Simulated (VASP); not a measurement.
# Ta2Ag (R-3m) in VASP: single point with PBE

Aim: the single point of Ta2Ag with PBE.

Everything below comes from runs of VASP 6.6.1. Logs are shortened: lines on timing, memory, paths and dates and some standing lists are left out, and cuts for length are marked.

## (1) The cell of the first run

Symmetry: R-3m, No. 166, trigonal system. Conventional cell: a = 2.882 Å, b = 2.882 Å, c = 22.774 Å, α = 90.00°, β = 90.00°, γ = 120.00°. Within 3.8 Å of Ta (site symmetry 3m) lie 9 Ta at 2.88 to 3.07 Å and 3 Ag at 3.01 Å. Within 3.8 Å of Ag (site symmetry -3m) lie 6 Ag at 2.88 Å and 6 Ta at 3.01 Å.

## (2) Single point, PBE

Input file INCAR:

```
  ALGO = Fast
  EDIFF = 1E-7
  ENCUT = 520
  GGA = PE
  ISIF = 2
  ISMEAR = 0
  LASPH = T
  LCHARG = T
  LELF = T
  LREAL = F
  LVHAR = T
  LWAVE = F
  NBANDS = 24
  NELM = 60
  PREC = Accurate
  SIGMA = 0.1
```

Input file KPOINTS:

```
k-points
0
Gamma
  18 18 18
```

Input file POSCAR:

```
Ta2Ag
1.0
    1.4409217396      0.8319165542      7.5914922541
   -1.4409217396      0.8319165542      7.5914922541
    0.0000000000     -1.6638331084      7.5914922541
Ta Ag
2 1
Direct
    0.7767261468      0.7767261468      0.7767261468
    0.2232738532      0.2232738532      0.2232738532
    0.0000000000      0.0000000000      0.0000000000
```

Potentials or basis: VASP PAW PBE potentials, release 64 (Ta_pv, Ag).

Launch:

```console
$ cat potpaw_PBE.64/Ta_pv/POTCAR potpaw_PBE.64/Ag/POTCAR > POTCAR
$ mpirun -np 1 vasp_std > vasp.out
```

OUTCAR:

```text
EDIFF = 1E-7
   ENCUT = 520
   GGA = PE
   ISIF = 2
   ISMEAR = 0
   LASPH = T
   LREAL = F
   NELM = 60
   PREC = Accurate

 ion  position               nearest neighbor table
   1  0.777  0.777  0.777-   3 3.01   3 3.01   3 3.01   2 3.07   2 3.07   2 3.07
   2  0.223  0.223  0.223-   3 3.01   3 3.01   3 3.01   1 3.07   1 3.07   1 3.07
   3  0.000  0.000  0.000-   1 3.01   2 3.01   1 3.01   1 3.01   2 3.01   2 3.01

  LATTYP: Found a trigonal (rhomboedric) cell.
 ALAT       =     7.7716854837
 COS(alpha) =     0.9312487894

  Lattice vectors:

 A1 = (   1.4409217396,   0.8319165542,   7.5914922541)
 A2 = (  -1.4409217396,   0.8319165542,   7.5914922541)
 A3 = (   0.0000000000,  -1.6638331084,   7.5914922541)

Analysis of symmetry for initial positions (statically):
=====================================================================
 Subroutine PRICEL returns:
 Original cell was already a primitive cell.

 Routine SETGRP: Setting up the symmetry group for a
 trigonal (rhombohedral) supercell.

 Subroutine GETGRP returns: Found 12 space group operations
 (whereof 12 operations were pure point group operations)
 out of a pool of 12 trial point group operations.

The static configuration has the point symmetry D_3d.

Analysis of symmetry for dynamics (positions and initial velocities):
=====================================================================
 Subroutine PRICEL returns:
 Original cell was already a primitive cell.

 Routine SETGRP: Setting up the symmetry group for a
 trigonal (rhombohedral) supercell.

 Subroutine GETGRP returns: Found 12 space group operations
 (whereof 12 operations were pure point group operations)
 out of a pool of 12 trial point group operations.

The dynamic configuration has the point symmetry D_3d.

 Subroutine INISYM returns: Found 12 space group operations
 (whereof 12 operations are pure point group operations),
 and found     1 'primitive' translations

----------------------------------------------------------------------------------------

                                     Primitive cell

  volume of cell :      54.6007

  direct lattice vectors                    reciprocal lattice vectors
     1.440921740  0.831916554  7.591492254     0.347000109  0.200340606  0.043908802
    -1.440921740  0.831916554  7.591492254    -0.347000109  0.200340606  0.043908802
[... 86 lines left out ...]
   NELM   =     60;   NELMIN=  2; NELMDL= -5     # of ELM steps
   EDIFF  = 0.1E-06   stopping-criterion for ELM
   LREAL  =      F    real-space projection
   EDIFFG = 0.1E-05   stopping-criterion for IOM
   NSW    =      0    number of steps for IOM
   IBRION =     -1    ionic relax: 0-MD 1-quasi-New 2-CG
   NFREE  =      0    steps in history (QN), initial steepest desc. (CG)
   ISIF   =      2    stress and relaxation
   ISYM   =      2    0-nonsym 1-usesym 2-fastsym
   POTIM  = 0.5000    time-step for ionic-motion
   TEBEG  =    0.0;   TEEND  =   0.0 temperature during run
   PSTRESS=    0.0 pullay stress
   NELECT =      33.0000    total number of electrons
   NUPDOWN=      -1.0000    fix difference up-down
   EMIN   =  10.00;   EMAX   =-10.00  energy-range for DOS
   EFERMI =   0.00;   METHOD = LEGACY
   ISMEAR =     0;   SIGMA  =   0.10  broadening in eV -4-tet -1-fermi 0-gaus
   EFERMI_NEDOS =   21; number of points for ismear=-14 and -15
   IALGO  =     68    algorithm
   IMIX   =      4    mixing-type and parameters
     AMIX     =   0.40;   BMIX     =  1.00
     AMIX_MAG =   1.60;   BMIX_MAG =  1.00
  volume/ion in A,a.u.               =      18.20       122.82
  Fermi-wavevector in a.u.,A,eV,Ry     =   1.384140  2.615645 26.066626  1.915843
  Thomas-Fermi vector in A             =   2.508672
   LORBIT       =      0    0 simple, 1 ext, 2 COOP (PROOUT), +10 PAW based schemes
   GGA     = PE    functional components
   LHFCALC =     F    Hartree Fock is set to
   AEXX    =    0.0000 exact exchange contribution
   IVDW    =     0    specifies the selected vdW correction
   LEPSILON=     F    determine dielectric tensor
   LRPA    =     F    only Hartree local field effects (RPA)
 non-spin polarized calculation
 RMM-DIIS sequential band-by-band and
 Gauss-broadening in eV      SIGMA  =   0.10
  energy-cutoff  :      520.00
  volume of cell :       54.60
 maximum number of plane-waves:      1511
 NGX is ok and might be reduce to    60
   NGX = 29   NGY = 29   NGZ = 29

 number of electron      32.9999999 magnetization

 Free energy of the ion-electron system (eV)
  ---------------------------------------------------
  ext. energy  EPLUGINS =         0.00000000
  ---------------------------------------------------
  free energy    TOTEN  =       -25.54384520 eV

  energy without entropy =      -25.53127851  energy(sigma->0) =      -25.53756185

 E-fermi :   6.5366     XC(G=0): -12.3487

 val. band max:        6.5361709996   @ k =  -0.1667   0.3889   0.1111
 cond. band min:       6.5368191564   @ k =   0.2222   0.1667   0.0556
 fundamental gap:      0.0006481568
 Fermi energy:         6.5365520008

 k-point     1 :       0.0000    0.0000    0.0000
  band No.  band energies     occupation
      1     -27.9818      2.00000
      2     -27.5670      2.00000
      3     -27.0913      2.00000
      4     -27.0913      2.00000
      5     -27.0500      2.00000
      6     -27.0500      2.00000
[... 637 lines left out ...]
     23      10.8517      0.00000
     24      11.1563      0.00000

 [... further k-points ...]

------------------------ aborting loop because EDIFF is reached ----------------------------------------

  FORCE on cell =-STRESS in cart. coord.  units (eV):
  Direction    XX          YY          ZZ          XY          YZ          ZX
  --------------------------------------------------------------------------------------
  -------------------------------------------------------------------------------------
  Total       -0.0108791     -0.0108791      0.0164461      0.0000000      0.0000000      0.0000000
  in kB       -0.3192321     -0.3192321      0.4825856      0.0000000      0.0000000      0.0000000
  external PRESSURE =      -0.0519595 kB  Pullay stress =       0.0000000 kB

 VOLUME and BASIS-vectors are now :
 -----------------------------------------------------------------------------
  energy-cutoff  :      520.00
  volume of cell :       54.60
      direct lattice vectors                 reciprocal lattice vectors
     1.440921740  0.831916554  7.591492254     0.347000109  0.200340606  0.043908802
    -1.440921740  0.831916554  7.591492254    -0.347000109  0.200340606  0.043908802
     0.000000000 -1.663833108  7.591492254     0.000000000 -0.400681212  0.043908802

 POSITION                                       TOTAL-FORCE (eV/Angst)
 -----------------------------------------------------------------------------------
      0.00000      0.00000     17.68953         0.000000     -0.000000      0.003920
      0.00000      0.00000      5.08495         0.000000      0.000000     -0.003920
      0.00000      0.00000      0.00000        -0.000000     -0.000000      0.000000
 -----------------------------------------------------------------------------------
    total drift:                                0.000000      0.000000     -0.000000

  FREE ENERGIE OF THE ION-ELECTRON SYSTEM (eV)
  ---------------------------------------------------
  free  energy   TOTEN  =       -25.5438451951 eV

  energy  without entropy=      -25.5312785137  energy(sigma->0) =      -25.53756185
```

Run time: 44 min. Hardware: 1 thread of Intel Xeon 6975P-C (Granite Rapids), shared host; peak memory 1.1 GiB.

What came out:

```yaml
Free_energy: -25.5438 eV
Pressure: 0.0 GPa
Largest_force: 0.004 eV/Å
Band_gap_on_the_k_mesh: zero (an odd number of electrons rules out a gap without spin polarisation)
```

Forces in eV/Å, atoms in the order of the input:
```
Ta   0.000  0.000  0.004
Ta   0.000  0.000 -0.004
Ag   0.000  0.000  0.000
```

Levels at points of the mesh, in eV from the Fermi level:
```csv
k point,band 15,band 16,band 17,band 18,band 19,band 20
"(0.00, 0.00, 0.00)",-1.33,-0.85,0.70,0.70,1.01,1.01
"(0.50, 0.00, 0.00)",-0.94,-0.83,0.77,1.80,1.94,3.77
"(0.50, 0.50, 0.00)",-1.85,0.34,1.09,1.37,1.68,3.28
"(0.50, 0.50, 0.50)",-1.08,-0.41,0.78,0.78,0.95,0.95
```

Caveat: spin-orbit coupling is left out, which moves the levels of the heavy elements.
